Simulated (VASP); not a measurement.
Wanted: the native input for a VASP 6.6.1 run.

```yaml
Task: single point
Functional: PBE
Dispersion: D3(BJ)
Potentials_or_basis: VASP PAW PBE potentials, release 64 (W_sv)
Cutoff: 520 eV
k_mesh: 13 × 13 × 13
Occupations: methfessel-paxton, width 0.1 eV
Spin: no spin polarisation
Dipole_correction: no
Further_INCAR_settings: ALGO = Normal; EDIFF = 1e-06; NBANDS = 13
```

The structure of W lies in POSCAR:

```
W
1.0
   -1.5609593379      1.5609593379      1.5609593379
    1.5609593379     -1.5609593379      1.5609593379
    1.5609593379      1.5609593379     -1.5609593379
W
1
Direct
    0.0000000000      0.0000000000      0.0000000000
```

The input as run:

INCAR

```
SYSTEM = W
ALGO     = Normal         ! electronic algorithm
EDIFF    = 1E-6           ! SCF threshold, eV
ENCUT    = 520            ! plane-wave cutoff, eV
GGA      = PE             ! functional
ISIF     = 2              ! what is computed and relaxed
ISMEAR   = 1              ! smearing method
IVDW     = 12             ! dispersion correction
LASPH    = .TRUE.         ! aspherical terms in the spheres
LCHARG   = .FALSE.        ! write CHGCAR
LREAL    = .FALSE.        ! projectors in reciprocal space
LWAVE    = .FALSE.        ! write WAVECAR
NBANDS   = 13             ! bands
NELM     = 100            ! most SCF steps
PREC     = Accurate       ! precision mode
SIGMA    = 0.1            ! smearing width, eV
```

KPOINTS

```
k-points
0
G
  13 13 13
  0 0 0
```

Potentials or basis: VASP PAW PBE potentials, release 64 (W_sv).

Command:

```console
$ cat potpaw_PBE.64/W_sv/POTCAR > POTCAR
$ mpirun -np 1 vasp_std > vasp.out
```

Results of the run:

```json
{
  "Pressure": "12.9 GPa",
  "Band gap on the k mesh": "zero (band 7 reaches 16.82 eV, above the bottom of band 8 at 10.75 eV)",
  "Dispersion energy per atom": "-0.725 eV"
}
```

Caveat: spin-orbit coupling is left out, which moves the levels of the heavy elements; pairwise dispersion overbinds metals, which lowers pressure and volume.

Wall time 10 s on 1 thread of Intel Xeon 6975P-C, with other jobs on the host, peak memory 0.15 GiB.
